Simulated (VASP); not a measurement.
# Li (Im-3m) in VASP: a series of runs, part 2 of 2

VASP 6.6.1. The steps go on from the part before.

### 4 Relaxation of cell and atoms, PBE

This run uses another cell than the first one, of 21.62 Å³/atom.

INCAR

```
SYSTEM = Li
  PREC = Accurate
  ENCUT = 600
  EDIFF = 1E-7
  ISMEAR = -1
  SIGMA = 0.1
  LREAL = .FALSE.
  LASPH = .TRUE.
  NELM = 80
  ALGO = Normal
  ISIF = 3
  LWAVE = .FALSE.
  LCHARG = .FALSE.
  GGA = PE
  IBRION = 2
  NSW = 60
  EDIFFG = -0.01
```

KPOINTS

```
regular mesh
0
G
  12 12 12
  0 0 0
```

POSCAR

```
Li
1.0
    3.5100000000      0.0000000000      0.0000000000
    0.0000000000      3.5100000000      0.0000000000
    0.0000000000      0.0000000000      3.5100000000
Li
2
Direct
    0.0000000000      0.0000000000      0.0000000000
    0.5000000000      0.5000000000      0.5000000000
```

Potentials or basis: VASP PAW PBE potentials, release 64 (Li_sv).

Run with:

```console
cat potpaw_PBE.64/Li_sv/POTCAR > POTCAR
mpirun -np 1 vasp_std > vasp.out
```

OUTCAR:

```text
SYSTEM = Li
   PREC = Accurate
   ENCUT = 600
   EDIFF = 1E-7
   ISMEAR = -1
   LREAL = .FALSE.
   LASPH = .TRUE.
   NELM = 80
   ISIF = 3
   GGA = PE
   IBRION = 2
   NSW = 60
   EDIFFG = -0.01

 ion  position               nearest neighbor table
   1  0.000  0.000  0.000-
   2  0.500  0.500  0.500-

  LATTYP: Found a simple cubic cell.
 ALAT       =     3.5100000000

  Lattice vectors:

 A1 = (   3.5100000000,   0.0000000000,   0.0000000000)
 A2 = (   0.0000000000,   3.5100000000,   0.0000000000)
 A3 = (   0.0000000000,   0.0000000000,   3.5100000000)

Analysis of symmetry for initial positions (statically):
=====================================================================
 Subroutine PRICEL returns following result:

  LATTYP: Found a body centered cubic cell.
 ALAT       =     3.5100000000

  Lattice vectors:

 A1 = (   1.7550000000,   1.7550000000,  -1.7550000000)
 A2 = (  -1.7550000000,   1.7550000000,   1.7550000000)
 A3 = (   1.7550000000,  -1.7550000000,   1.7550000000)

   2 primitive cells build up your supercell.

 Routine SETGRP: Setting up the symmetry group for a
 simple cubic supercell.

 Subroutine GETGRP returns: Found 48 space group operations
 (whereof 48 operations were pure point group operations)
 out of a pool of 48 trial point group operations.

The static configuration has the point symmetry O_h .

Analysis of symmetry for dynamics (positions and initial velocities):
=====================================================================
 Subroutine PRICEL returns following result:

  LATTYP: Found a body centered cubic cell.
 ALAT       =     3.5100000000

  Lattice vectors:
[... 137 lines left out ...]
   GGA     = PE    functional components
   LHFCALC =     F    Hartree Fock is set to
   AEXX    =    0.0000 exact exchange contribution
   IVDW    =     0    specifies the selected vdW correction
   LEPSILON=     F    determine dielectric tensor
   LRPA    =     F    only Hartree local field effects (RPA)
 conjugate gradient relaxation of ions
 non-spin polarized calculation
  energy-cutoff  :      600.00
  volume of cell :       43.24
 maximum number of plane-waves:      1472
   NGX = 15   NGY = 15   NGZ = 15

--------------------------------------- Ionic step        1  -------------------------------------------

 number of electron       6.0000021 magnetization

 Free energy of the ion-electron system (eV)
  ---------------------------------------------------
  ext. energy  EPLUGINS =         0.00000000
  ---------------------------------------------------
  free energy    TOTEN  =        -3.81673691 eV

  energy without entropy =       -3.78325604  energy(sigma->0) =       -3.79999647

------------------------ aborting loop because EDIFF is reached ----------------------------------------

  FORCE on cell =-STRESS in cart. coord.  units (eV):
  Direction    XX          YY          ZZ          XY          YZ          ZX
  --------------------------------------------------------------------------------------
  -------------------------------------------------------------------------------------
  Total       -0.2401235     -0.2401235     -0.2401235     -0.0000000     -0.0000000     -0.0000000
  in kB       -8.8965980     -8.8965980     -8.8965980     -0.0000000     -0.0000000     -0.0000000
  external PRESSURE =      -8.8965980 kB  Pullay stress =       0.0000000 kB
[... 59 lines left out ...]
--------------------------------------- Ionic step        3  -------------------------------------------

 number of electron       5.9999998 magnetization

 Free energy of the ion-electron system (eV)
  ---------------------------------------------------
  ext. energy  EPLUGINS =         0.00000000
  ---------------------------------------------------
  free energy    TOTEN  =        -3.82581222 eV

  energy without entropy =       -3.79287413  energy(sigma->0) =       -3.80934317

 E-fermi :   0.6469     XC(G=0):  -7.0585

 val. band max:        0.6114775233   @ k =   0.5000   0.2500   0.2500
 cond. band min:       0.6668959804   @ k =   0.4167   0.1667   0.0833
 fundamental gap:      0.0554184571
 Fermi energy:         0.6469349447

 k-point     1 :       0.0000    0.0000    0.0000
  band No.  band energies     occupation
      1     -45.8747      2.00000
      2     -45.8418      2.00000
      3      -2.9281      2.00000
      4       6.1827      0.00000
      5       6.1827      0.00000
      6       6.1827      0.00000
      7       8.4405      0.00000
[... 221 lines left out ...]
 k-point    24 :       0.4167    0.3333    0.0000
  band No.  band energies     occupation
      1     -45.8578      2.00000
      2     -45.8535      2.00000
      3      -0.2784      1.99981
      4       1.0560      0.03291
      5       4.3488      0.00000
      6       5.8561      0.00000
      7       9.5476      0.00000

 [... further k-points ...]

------------------------ aborting loop because EDIFF is reached ----------------------------------------

  FORCE on cell =-STRESS in cart. coord.  units (eV):
  Direction    XX          YY          ZZ          XY          YZ          ZX
  --------------------------------------------------------------------------------------
  -------------------------------------------------------------------------------------
  Total       -0.0147828     -0.0147828     -0.0147828     -0.0000000      0.0000000     -0.0000000
  in kB       -0.5876078     -0.5876078     -0.5876078     -0.0000000      0.0000000     -0.0000000
  external PRESSURE =      -0.5876078 kB  Pullay stress =       0.0000000 kB
[... 17 lines left out ...]
  FREE ENERGIE OF THE ION-ELECTRON SYSTEM (eV)
  ---------------------------------------------------
  free  energy   TOTEN  =        -3.8258122170 eV

  energy  without entropy=       -3.7928741323  energy(sigma->0) =       -3.80934317

 reached required accuracy - stopping structural energy minimisation
```

It took 70 s on 1 thread of AMD EPYC 7R13, shared host; peak memory 0.13 GiB.

What came out:

```yaml
Free_energy: -3.8258 eV
Relaxed_volume: 20.15 Å³/atom
Relaxed_cell: a = 3.429 Å, b = 3.429 Å, c = 3.429 Å, α = 90.00°, β = 90.00°, γ = 90.00°
Space_group_after_relaxing_to_0.1_Å: Im-3m (No. 229)
Energy_gained_by_relaxing: 4.5 meV/atom
Ionic_steps: 3
Pressure_after_relaxing: -0.1 GPa
Band_gap_on_the_k_mesh: zero (bands 3 and 4 overlap by 4.54 eV)
```

The path:
```tsv
step	energy change (eV)	largest force (eV/Å)	pressure (GPa)	volume (Å³)
1	0.0000	0.0000	-0.89	43.24
2	-0.0037	0.0000	-0.70	42.50
3	-0.0091	0.0000	-0.06	40.31
```

Final structure:
```xyz
2
Lattice="3.4287 0.0000 0.0000 0.0000 3.4287 0.0000 0.0000 0.0000 3.4287" Properties=species:S:1:pos:R:3 pbc="T T T"
Li    0.0000    0.0000    0.0000
Li    1.7143    1.7143    1.7143
```

Caveat: the cutoff is under 1.25 times the usual one of these potentials, so pressure, stress and relaxed cells hold a basis-set (Pulay) error.

### 5 Summary

```tsv
task	cell	cutoff (eV)	gap on the mesh (eV)	pressure (GPa)
single point	a = 3.433 Å, 2 atoms	520	none	-
relaxation of cell and atoms	relaxed from a = 3.433 Å, 2 atoms	600	none	-0.1
relaxation of cell and atoms	relaxed from a = 3.510 Å, 2 atoms	600	none	-0.1
```

Alike in all rows: level PBE; potentials or basis VASP PAW PBE potentials, release 64 (Li_sv); no spin polarisation; k mesh 12 × 12 × 12; smearing fermi-dirac 0.1 eV.

Caveats: the cutoff is under 1.25 times the usual one of these potentials, so pressure, stress and relaxed cells hold a basis-set (Pulay) error; the relaxation stopped at its first step, so nothing moved (at least some runs).

Absolute energies hang on the potentials; compare differences alone.

The gap in the log of VASP goes by the Fermi energy; the results here count the filled bands.